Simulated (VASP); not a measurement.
Wanted: the native input for a VASP 6.6.1 run.

* Task: relaxation of cell and atoms
* Functional: PBE
* Potentials or basis: VASP PAW PBE potentials, release 64 (Na_pv, Se)
* Cutoff: 600 eV
* k mesh: 4 × 4 × 4
* Occupations: gaussian, width 0.1 eV
* Spin: no spin polarisation
* Dipole correction: no
* Further INCAR settings: ALGO = Normal; EDIFF = 1e-06; IBRION = 2; EDIFFG = -0.04; NSW = 90; ISIF = 3

The structure of NaSe7 lies in POSCAR:

```
NaSe7
1.0
    0.0000000000      4.7193435400      4.7193435400
    4.7193435400      0.0000000000      4.7193435400
    4.7193435400      4.7193435400      0.0000000000
Na Se
1 7
Direct
    0.0000000000      0.0000000000      0.0000000000
    0.5000000000      0.0000000000      0.0000000000
    0.0000000000      0.5000000000      0.5000000000
    0.0000000000      0.5000000000      0.0000000000
    0.5000000000      0.0000000000      0.5000000000
    0.0000000000      0.0000000000      0.5000000000
    0.5000000000      0.5000000000      0.0000000000
    0.5000000000      0.5000000000      0.5000000000
```

The cell was built from a structure type or drawn by symmetry, and may not be a known phase.

These files were run (other wordings do the same):

INCAR

```
SYSTEM = NaSe7
PREC = Accurate
ENCUT = 600
EDIFF = 1E-6
ISMEAR = 0
SIGMA = 0.1
LREAL = .FALSE.
LASPH = .TRUE.
NELM = 100
ALGO = Normal
ISIF = 3
LWAVE = .FALSE.
LCHARG = .FALSE.
GGA = PE
IBRION = 2
NSW = 90
EDIFFG = -0.04
```

KPOINTS

```
Automatic mesh
0
G
  4 4 4
  0 0 0
```

Potentials or basis: VASP PAW PBE potentials, release 64 (Na_pv, Se).

The run is started by

```sh
$ cat potpaw_PBE.64/Na_pv/POTCAR potpaw_PBE.64/Se/POTCAR > POTCAR
$ mpirun -np 1 vasp_std > vasp.out
```

It gave:

```
Relaxed volume                        : 20.78 Å³/atom
Relaxed cell                          : a = 6.172 Å, b = 6.172 Å, c = 6.172 Å, α = 60.00°, β = 60.00°, γ = 60.00°
Space group after relaxing (to 0.1 Å) : Fm-3m (No. 225)
Energy gained by relaxing             : 176.4 meV/atom
Ionic steps                           : 3
Pressure after relaxing               : -0.2 GPa
Band gap on the k mesh                : zero (an odd number of electrons rules out a gap without spin polarisation)
```

Caveat: the volume moved by over 15 % at a fixed basis, so the end points are rough.

Wall time 5.1 min on 1 thread of AMD EPYC 7R43 64-Core Processor (Zen 3) (shared host), peak memory 0.38 GiB.
